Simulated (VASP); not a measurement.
# B2Pd3Pt (Pm) in VASP: notebook, part 2 of 2

VASP 6.6.1. The steps go on from the part before.

## Step 4: Single point, PBE

Input file INCAR:

```
PREC = Accurate
ENCUT = 520
EDIFF = 1E-6
ISMEAR = 0
SIGMA = 0.1
LREAL = False
LASPH = True
NELM = 60
ALGO = Fast
ISIF = 2
LWAVE = False
LCHARG = False
GGA = PE
NBANDS = 32
```

Input file KPOINTS:

```
regular mesh
0
Gamma
  8 10 6
```

Input file POSCAR:

```
B2Pd3Pt
1.0
    4.7386157769      0.0000000000      0.0045484350
    0.0000000000      3.1872099747      0.0000000000
   -0.0924051064      0.0000000000      5.1776776552
B Pd Pt
2 3 1
Direct
    0.0029020604      0.0000000000      0.0034797351
    0.4928109967      0.5000000000      0.4959539334
    0.2436440570      0.5000000000      0.8424949982
    0.7560509560      0.5000000000      0.1556033253
    0.7478119599      0.0000000000      0.6589124057
    0.2567799700      0.0000000000      0.3435556021
```

On the command line:

```sh
cat potpaw_PBE.64/B/POTCAR potpaw_PBE.64/Pd/POTCAR potpaw_PBE.64/Pt/POTCAR > POTCAR
mpirun -np 1 vasp_std > vasp.out
```

It took 1.9 min on 1 thread of Intel Xeon 6975P-C (Granite Rapids), shared host; peak memory 0.45 GiB.

The run converged. Its results:

```
Free energy            : -36.8699 eV
Pressure               : 0.1 GPa
Largest force          : 0.017 eV/Å
Band gap on the k mesh : zero (bands 23 and 24 overlap by 2.66 eV)
```

Forces in eV/Å, atoms in the order of the input:
```
B   -0.001  0.000 -0.001
B    0.012  0.000  0.007
Pd  -0.001  0.000  0.005
Pd  -0.002  0.000 -0.001
Pd   0.005  0.000 -0.016
Pt  -0.012  0.000  0.006
```

Stress tensor (GPa, compression positive):
```
0.01 0.00 0.02
0.00 0.12 0.00
0.02 0.00 0.06
```

Levels at points of the mesh, in eV from the Fermi level:
```tsv
k point	band 21	band 22	band 23	band 24	band 25	band 26
(0.00, 0.00, 0.00)	-1.61	-1.45	-0.08	0.73	1.63	2.47
(0.50, 0.00, 0.00)	-1.63	-1.52	-1.37	-1.28	2.00	2.39
(0.00, 0.50, 0.00)	-1.61	-1.58	1.15	1.40	1.46	1.63
(0.50, 0.50, 0.00)	-1.83	-1.72	-0.08	0.03	2.47	2.90
(0.00, 0.00, 0.50)	-1.89	-1.82	0.66	1.01	1.96	2.13
(0.50, 0.00, 0.50)	-2.03	-2.01	-1.52	-1.43	4.25	4.39
(0.00, 0.50, 0.50)	-0.76	-0.68	-0.51	-0.47	1.77	1.96
(0.50, 0.50, 0.50)	-1.41	-1.30	-1.06	-1.04	1.05	1.89
```

Caveat: spin-orbit coupling is left out, which moves the levels of the heavy elements.

## Step 5: Single point, PBE

This run uses another cell than the first one: it holds 12 atoms, not 6.

Input file INCAR:

```
SYSTEM = B2Pd3Pt
PREC     = Accurate       ! precision mode
ENCUT    = 520            ! plane-wave cutoff, eV
EDIFF    = 1E-6           ! SCF threshold, eV
ISMEAR   = 0              ! smearing method
SIGMA    = 0.2            ! smearing width, eV
LREAL    = .FALSE.        ! projectors in reciprocal space
LASPH    = .TRUE.         ! aspherical terms in the spheres
NELM     = 100            ! most SCF steps
ALGO     = Fast           ! electronic algorithm
ISIF     = 2              ! what is computed and relaxed
LWAVE    = .FALSE.        ! write WAVECAR
LCHARG   = .FALSE.        ! write CHGCAR
GGA      = PE             ! functional
NBANDS   = 58             ! bands
```

Input file KPOINTS:

```
regular mesh
0
G
  6 4 4
  0 0 0
```

Input file POSCAR:

```
B2Pd3Pt
1.0
    0.0000000000      3.1872099747      0.0000000000
   -0.0924051064      0.0000000000      5.1776776552
    9.4772315539      0.0000000000      0.0090968700
B Pd Pt
4 6 2
Direct
    0.0000000000      0.0034797351      0.0014510302
    0.0000000000      0.0034797351      0.5014510302
    0.5000000000      0.4959539334      0.2464054984
    0.5000000000      0.4959539334      0.7464054984
    0.5000000000      0.8424949982      0.1218220285
    0.5000000000      0.8424949982      0.6218220285
    0.5000000000      0.1556033253      0.3780254780
    0.5000000000      0.1556033253      0.8780254780
    0.0000000000      0.6589124057      0.3739059800
    0.0000000000      0.6589124057      0.8739059800
    1.0000000000      0.3435556021      0.1283899850
    1.0000000000      0.3435556021      0.6283899850
```

On the command line:

```sh
cat potpaw_PBE.64/B/POTCAR potpaw_PBE.64/Pd/POTCAR potpaw_PBE.64/Pt/POTCAR > POTCAR
mpirun -np 1 vasp_std > vasp.out
```

Wall time 2.6 min (1 thread of Intel Xeon 6975P-C (Granite Rapids), shared host); peak memory 0.43 GiB.

It converged, with:

* Free energy: -73.7719 eV
* Pressure: 0.1 GPa
* Largest force: 0.025 eV/Å
* Band gap on the k mesh: zero (bands 46 and 47 overlap by 1.53 eV)

Forces in eV/Å, atoms in the order of the input:
```
B   -0.014  0.000 -0.007
B   -0.014  0.000 -0.007
B    0.021  0.000  0.012
B    0.021  0.000  0.012
Pd  -0.016  0.000  0.003
Pd  -0.016  0.000  0.003
Pd   0.016  0.000  0.003
Pd   0.016  0.000  0.003
Pd  -0.025  0.000 -0.001
Pd  -0.025  0.000 -0.001
Pt   0.017  0.000 -0.011
Pt   0.017  0.000 -0.011
```

Stress tensor (GPa, compression positive):
```
-0.13  0.00  0.11
 0.00  0.29  0.00
 0.11  0.00  0.11
```

Levels at points of the mesh, in eV from the Fermi level:
```csv
k point,band 44,band 45,band 46,band 47,band 48,band 49
"(0.00, 0.00, 0.00)",-1.39,-1.31,-1.23,-0.02,0.79,1.69
"(0.50, 0.00, 0.00)",-1.52,-0.02,0.09,1.21,1.46,1.52
"(0.00, 0.50, 0.00)",-1.77,-1.47,-1.37,0.72,1.07,2.02
"(0.50, 0.50, 0.00)",-0.98,-0.70,-0.62,-0.46,-0.41,1.11
"(0.00, 0.00, 0.50)",-1.42,-0.42,-0.42,-0.20,-0.20,2.39
"(0.50, 0.00, 0.50)",-1.41,0.64,0.64,0.71,0.71,1.96
"(0.00, 0.50, 0.50)",-1.79,-0.59,-0.59,-0.37,-0.37,3.45
"(0.50, 0.50, 0.50)",-1.15,-0.50,-0.50,-0.49,-0.49,1.53
```

Caveat: spin-orbit coupling is left out, which moves the levels of the heavy elements.

## Step 6: Overview

```csv
task,cell,k mesh,cutoff (eV),smearing,gap on the mesh (eV),pressure (GPa),largest force (eV/Å)
single point,"a = 4.657, b = 3.192, c = 5.256 Å, angles 90.0, 91.0, 90.0°, 6 atoms, atomic positions A",4 × 5 × 3,520,gaussian 0.2 eV,none,0.1,0.04
relaxation of cell and atoms,"relaxed from a = 4.700, b = 3.100, c = 5.150 Å, 6 atoms, atomic positions B",4 × 5 × 3,600,gaussian 0.2 eV,none,0.3,0.08
single point,"a = 4.739, b = 3.187, c = 5.179 Å, angles 90.0, 91.0, 90.0°, 6 atoms, atomic positions C",8 × 10 × 6,520,gaussian 0.1 eV,none,0.1,0.02
single point,"a = 3.187, b = 5.179, c = 9.477 Å, angles 91.0, 90.0, 90.0°, 12 atoms, atomic positions D",6 × 4 × 4,520,gaussian 0.2 eV,none,0.1,0.02
```

Alike in all rows: level PBE; potentials or basis VASP PAW PBE potentials, release 64 (B, Pd, Pt); no spin polarisation.

Caveats: some runs use coarse meshes; spin-orbit coupling is left out, which moves the levels of the heavy elements; the relaxation stopped at a loose force limit of 0.08 eV/Å, so its end isn't a converged minimum (at least some runs).

Absolute energies hang on the potentials; compare differences alone.
